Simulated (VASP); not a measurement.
# SiO2 (fluorite type) (Fm-3m) in VASP: notebook

Runs on SiO2 (fluorite type). Level: PBE. Tasks: single point.

All numbers are computed with VASP 6.6.1; they aren't measurements. Logs are shortened: lines on timing, memory, paths and dates and some standing lists are left out, and cuts for length are marked.

## 1. The cell of the first run

The structure is cubic, space group Fm-3m (No. 225). The conventional cell has a = 4.582 Å, b = 4.582 Å, c = 4.582 Å, α = 90.00°, β = 90.00°, γ = 90.00°. Within 2.6 Å of Si (site symmetry m-3m) lie 8 O at 1.98 Å. O (site symmetry -43m) has 4 Si at 1.98 Å and 6 O at 2.29 Å within 2.6 Å.

## 2. Single point, PBE

INCAR reads:

```
PREC = Accurate
ENCUT = 600
EDIFF = 1E-6
ISMEAR = -1
SIGMA = 0.06122561905347299
LREAL = False
LASPH = True
NELM = 120
ALGO = Normal
ISIF = 2
LWAVE = False
LCHARG = False
GGA = PE
NBANDS = 15
GGA_COMPAT = False
```

KPOINTS reads:

```
regular mesh
0
Gamma
  21 21 21
```

POSCAR reads:

```
SiO2
1.0
    0.0000000000      2.2911237006      2.2911237006
    2.2911237006      0.0000000000      2.2911237006
    2.2911237006      2.2911237006      0.0000000000
Si O
1 2
Direct
    0.0000000000      0.0000000000      0.0000000000
    0.2500000000      0.2500000000      0.2500000000
    0.7500000000      0.7500000000      0.7500000000
```

Potentials or basis: VASP PAW PBE potentials, release 64 (Si, O).

On the command line:

```console
> cat potpaw_PBE.64/Si/POTCAR potpaw_PBE.64/O/POTCAR > POTCAR
> mpirun -np 1 vasp_std > vasp.out
```

OUTCAR:

```text
PREC = Accurate
   ENCUT = 600
   EDIFF = 1E-6
   ISMEAR = -1
   LREAL = False
   LASPH = True
   NELM = 120
   ISIF = 2
   GGA = PE

 ion  position               nearest neighbor table
   1  0.000  0.000  0.000-   3 1.98   3 1.98   3 1.98   2 1.98   3 1.98   2 1.98   2 1.98   2 1.98

   2  0.250  0.250  0.250-   1 1.98   1 1.98   1 1.98   1 1.98
   3  0.750  0.750  0.750-   1 1.98   1 1.98   1 1.98   1 1.98

  LATTYP: Found a face centered cubic cell.
 ALAT       =     4.5822474012

  Lattice vectors:

 A1 = (   0.0000000000,   2.2911237006,   2.2911237006)
 A2 = (   2.2911237006,   0.0000000000,   2.2911237006)
 A3 = (   2.2911237006,   2.2911237006,   0.0000000000)

Analysis of symmetry for initial positions (statically):
=====================================================================
 Subroutine PRICEL returns:
 Original cell was already a primitive cell.

 Routine SETGRP: Setting up the symmetry group for a
 face centered cubic supercell.

 Subroutine GETGRP returns: Found 48 space group operations
 (whereof 48 operations were pure point group operations)
 out of a pool of 48 trial point group operations.

The static configuration has the point symmetry O_h .

Analysis of symmetry for dynamics (positions and initial velocities):
=====================================================================
 Subroutine PRICEL returns:
 Original cell was already a primitive cell.

 Routine SETGRP: Setting up the symmetry group for a
 face centered cubic supercell.

 Subroutine GETGRP returns: Found 48 space group operations
 (whereof 48 operations were pure point group operations)
 out of a pool of 48 trial point group operations.

The dynamic configuration has the point symmetry O_h .

 Subroutine INISYM returns: Found 48 space group operations
 (whereof 48 operations are pure point group operations),
 and found     1 'primitive' translations

----------------------------------------------------------------------------------------

                                     Primitive cell

  volume of cell :      24.0534

  direct lattice vectors                    reciprocal lattice vectors
     0.000000000  2.291123701  2.291123701    -0.218233524  0.218233524  0.218233524
     2.291123701  0.000000000  2.291123701     0.218233524 -0.218233524  0.218233524
     2.291123701  2.291123701  0.000000000     0.218233524  0.218233524 -0.218233524

  length of vectors
     3.240138210  3.240138210  3.240138210     0.377991552  0.377991552  0.377991552

  position of ions in fractional coordinates (direct lattice)
     0.000000000  0.000000000  0.000000000
     0.250000000  0.250000000  0.250000000
     0.750000000  0.750000000  0.750000000
[... 93 lines left out ...]
   ISMEAR =    -1;   SIGMA  =   0.06  broadening in eV -4-tet -1-fermi 0-gaus
   EFERMI_NEDOS =   21; number of points for ismear=-14 and -15
   IALGO  =     38    algorithm
   IMIX   =      4    mixing-type and parameters
     AMIX     =   0.40;   BMIX     =  1.00
     AMIX_MAG =   1.60;   BMIX_MAG =  1.00
  volume/ion in A,a.u.               =       8.02        54.11
  Fermi-wavevector in a.u.,A,eV,Ry     =   1.429079  2.700568 27.786733  2.042267
  Thomas-Fermi vector in A             =   2.549072
   LORBIT       =      0    0 simple, 1 ext, 2 COOP (PROOUT), +10 PAW based schemes
   GGA     = PE    functional components
   LHFCALC =     F    Hartree Fock is set to
   AEXX    =    0.0000 exact exchange contribution
   IVDW    =     0    specifies the selected vdW correction
   LEPSILON=     F    determine dielectric tensor
   LRPA    =     F    only Hartree local field effects (RPA)
 non-spin polarized calculation
  energy-cutoff  :      600.00
  volume of cell :       24.05
 maximum number of plane-waves:       825
 NGX is ok and might be reduce to    28
   NGX = 13   NGY = 13   NGZ = 13

 number of electron      16.0000004 magnetization

 Free energy of the ion-electron system (eV)
  ---------------------------------------------------
  ext. energy  EPLUGINS =         0.00000000
  ---------------------------------------------------
  free energy    TOTEN  =       -19.93569034 eV

  energy without entropy =      -19.93569033  energy(sigma->0) =      -19.93569033

 E-fermi :  10.0828     XC(G=0): -12.2353

 val. band max:        9.0870881847   @ k =  -0.4762   0.4762   0.0000
 cond. band min:      10.8428507878   @ k =   0.0000   0.0000   0.0000
 fundamental gap:      1.7557626031
 Fermi energy:        10.0827658911

 k-point     1 :       0.0000    0.0000    0.0000
  band No.  band energies     occupation
      1     -13.4498      2.00000
      2      -6.9427      2.00000
      3       3.5224      2.00000
      4       3.5224      2.00000
      5       3.5224      2.00000
      6       6.9048      2.00000
      7       6.9048      2.00000
      8       6.9048      2.00000
      9      10.8429      0.00001
     10      14.9625      0.00000
     11      14.9625      0.00000
     12      14.9625      0.00000
     13      21.5039      0.00000
     14      21.5039      0.00000
[... 401 lines left out ...]
      2      -9.3272      2.00000
      3       1.9634      2.00000
      4       3.6339      2.00000
      5       4.1348      2.00000
      6       4.1373      2.00000
      7       4.8318      2.00000
      8       5.7343      2.00000
      9      14.4918      0.00000
     10      17.9865      0.00000
     11      18.0685      0.00000
     12      18.5630      0.00000
     13      22.6203      0.00000
     14      23.0964      0.00000
     15      25.7257      0.00000

 [... further k-points ...]

------------------------ aborting loop because EDIFF is reached ----------------------------------------

  FORCE on cell =-STRESS in cart. coord.  units (eV):
  Direction    XX          YY          ZZ          XY          YZ          ZX
  --------------------------------------------------------------------------------------
  -------------------------------------------------------------------------------------
  Total       -0.0343565     -0.0343565     -0.0343565      0.0000000     -0.0000000      0.0000000
  in kB       -2.2884627     -2.2884627     -2.2884627      0.0000000     -0.0000000      0.0000000
  external PRESSURE =      -2.2884627 kB  Pullay stress =       0.0000000 kB

 VOLUME and BASIS-vectors are now :
 -----------------------------------------------------------------------------
  energy-cutoff  :      600.00
  volume of cell :       24.05
      direct lattice vectors                 reciprocal lattice vectors
     0.000000000  2.291123701  2.291123701    -0.218233524  0.218233524  0.218233524
     2.291123701  0.000000000  2.291123701     0.218233524 -0.218233524  0.218233524
     2.291123701  2.291123701  0.000000000     0.218233524  0.218233524 -0.218233524

 POSITION                                       TOTAL-FORCE (eV/Angst)
 -----------------------------------------------------------------------------------
      0.00000      0.00000      0.00000         0.000000      0.000000      0.000000
      1.14556      1.14556      1.14556        -0.000000     -0.000000     -0.000000
      3.43669      3.43669      3.43669         0.000000      0.000000      0.000000
 -----------------------------------------------------------------------------------
    total drift:                                0.000000      0.000000      0.000000

  FREE ENERGIE OF THE ION-ELECTRON SYSTEM (eV)
  ---------------------------------------------------
  free  energy   TOTEN  =       -19.9356903358 eV

  energy  without entropy=      -19.9356903326  energy(sigma->0) =      -19.93569033
```

OSZICAR:

```text
N       E                     dE             d eps       ncg     rms          rms(c)
DAV:   1     0.563091517983E+02    0.56309E+02   -0.93750E+03  8939   0.113E+03
DAV:   2    -0.202896372388E+02   -0.76599E+02   -0.68184E+02 11396   0.231E+02
DAV:   3    -0.226089386055E+02   -0.23193E+01   -0.23114E+01 10204   0.380E+01
DAV:   4    -0.226176341281E+02   -0.86955E-02   -0.86950E-02 10883   0.274E+00
DAV:   5    -0.226176804333E+02   -0.46305E-04   -0.46305E-04 10351   0.193E-01    0.107E+01
DAV:   6    -0.199324239913E+02    0.26853E+01   -0.52799E+00  8874   0.213E+01    0.389E+00
DAV:   7    -0.199366886962E+02   -0.42647E-02   -0.25762E-01 10687   0.416E+00    0.171E+00
DAV:   8    -0.199337753720E+02    0.29133E-02   -0.16320E-02  9021   0.136E+00    0.496E-01
DAV:   9    -0.199354203411E+02   -0.16450E-02   -0.25925E-03  9805   0.502E-01    0.174E-01
DAV:  10    -0.199356969379E+02   -0.27660E-03   -0.60755E-04  9357   0.187E-01    0.296E-02
DAV:  11    -0.199356854669E+02    0.11471E-04   -0.32771E-05 11583   0.506E-02    0.808E-03
DAV:  12    -0.199356902121E+02   -0.47451E-05   -0.58567E-06  9063   0.186E-02    0.252E-03
DAV:  13    -0.199356903358E+02   -0.12371E-06   -0.59869E-08  8672   0.202E-03
   1 F= -.19935690E+02 E0= -.19935690E+02  d E =-.311900E-08
```

stdout:

```text
POSCAR found type information on POSCAR SiO
 POSCAR found :  2 types and       3 ions
 scaLAPACK will be used
 LDA part: xc-table for (Slater+PW92), standard interpolation
 POSCAR, INCAR and KPOINTS ok, starting setup
 FFT: planning ... GRIDC
 FFT: planning ... GRID_SOFT
 FFT: planning ... GRID
 WAVECAR not read
 entering main loop
```

Run time: 80 s. Hardware: 1 thread of AMD EPYC 9R45 (Zen 5), shared host; peak memory 0.2 GiB.

Results:

```yaml
Free_energy: -19.9357 eV
Pressure: -0.2 GPa
Band_gap_on_the_k_mesh: 1.76 eV, indirect (least direct gap 2.06 eV)
```

A k mesh can miss the band edges.

## 3. Single point, PBE

This run uses another cell than the first one, of 8.18 Å³/atom, 1.020 times its volume.

INCAR reads:

```
SYSTEM = SiO2
PREC = Accurate
ENCUT = 600
EDIFF = 1E-6
ISMEAR = -1
SIGMA = 0.06122561905347299
LREAL = .FALSE.
LASPH = .TRUE.
NELM = 120
ALGO = Normal
ISIF = 2
LWAVE = .FALSE.
LCHARG = .TRUE.
GGA = PE
LELF = .TRUE.
LVHAR = .TRUE.
NBANDS = 15
GGA_COMPAT = .FALSE.
```

KPOINTS reads:

```
Automatic mesh
0
G
  21 21 21
  0 0 0
```

POSCAR reads:

```
SiO2
1.0
    0.0000000000      2.3062971474      2.3062971474
    2.3062971474      0.0000000000      2.3062971474
    2.3062971474      2.3062971474      0.0000000000
Si O
1 2
Direct
    0.0000000000      0.0000000000      0.0000000000
    0.2500000000      0.2500000000      0.2500000000
    0.7500000000      0.7500000000      0.7500000000
```

Potentials or basis: VASP PAW PBE potentials, release 64 (Si, O).

On the command line:

```console
> cat potpaw_PBE.64/Si/POTCAR potpaw_PBE.64/O/POTCAR > POTCAR
> mpirun -np 1 vasp_std > vasp.out
```

Wall time 86 s (1 thread of AMD EPYC 9R45 (Zen 5), shared host); peak memory 0.21 GiB.

It converged, with:

- Free energy: -19.9291 eV
- Pressure: -5.3 GPa
- Band gap on the k mesh: 1.50 eV, indirect (least direct gap 2.03 eV)

Levels at points of the mesh, in eV from the valence-band top:
| k point | band 6 | band 7 | band 8 | band 9 | band 10 | band 11 |
| --- | --- | --- | --- | --- | --- | --- |
| (0.00, 0.00, 0.00) | -2.14 | -2.14 | -2.14 | 1.50 | 5.83 | 5.83 |

A k mesh can miss the band edges. A hybrid or GW would open this gap; PBE tends to underestimate it.

## 4. Single point, PBE

This run uses another cell than the first one, of 8.18 Å³/atom, 1.020 times its volume.

INCAR reads:

```
  PREC = Accurate
  ENCUT = 600
  EDIFF = 1E-6
  ISMEAR = -1
  SIGMA = 0.06122561905347299
  LREAL = F
  LASPH = T
  NELM = 120
  ALGO = Normal
  ISIF = 2
  LWAVE = F
  LCHARG = T
  GGA = PE
  LELF = T
  LVHAR = T
  NBANDS = 15
  GGA_COMPAT = F
```

KPOINTS reads:

```
Automatic mesh
0
Gamma
  21 21 21
```

POSCAR is that of step 3.

On the command line:

```console
> cat potpaw_PBE.64/Si/POTCAR potpaw_PBE.64/O/POTCAR > POTCAR
> mpirun -np 1 vasp_std > vasp.out
```

Run time: 94 s. Hardware: 1 thread of AMD EPYC 9R45 (Zen 5), shared host; peak memory 0.21 GiB.

It converged, with:

* Free energy: -19.9291 eV
* Pressure: -5.3 GPa
* Band gap on the k mesh: 1.50 eV, indirect (least direct gap 2.03 eV)

Levels at points of the mesh, in eV from the valence-band top:
| k point | band 6 | band 7 | band 8 | band 9 | band 10 | band 11 |
| --- | --- | --- | --- | --- | --- | --- |
| (0.00, 0.00, 0.00) | -2.14 | -2.14 | -2.14 | 1.50 | 5.83 | 5.83 |

[end of part 1 of 2]
